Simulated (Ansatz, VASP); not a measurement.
**GaSb: VASP beside Ansatz**

```
Ga Sb
1.0
     0.00000    3.04642    3.04642
     3.04642    0.00000    3.04642
     3.04642    3.04642    0.00000
Ga Sb
1 1
Direct
  0.00000 0.00000 0.00000
  0.25000 0.25000 0.25000
```

Alike in both runs: task single point; functional PBE; k mesh 6 × 6 × 6; occupations fermi-dirac, width 0.02 eV; no spin polarisation.

|  | VASP | Ansatz |
| --- | --- | --- |
| version | VASP 6.6.1 | Ansatz 0.2.0 |
| potentials or method | VASP PAW PBE potentials, release 64 (Ga_d, Sb) | plane waves, PAW |
| plane-wave cutoff (eV) | 500 | 420 |
| valence electrons in the cell | 18 | 28 |

Ansatz gave:

| Item | Value |
| --- | --- |
| pressure (GPa) | 3.0 |

Q: Which values does VASP return?

A: Pressure (GPa): 3.1.

VASP's potentials hold 18 valence electrons a cell and Ansatz's 28, so a difference there can come from the potentials and not from the codes.

Spin-orbit coupling is off throughout.
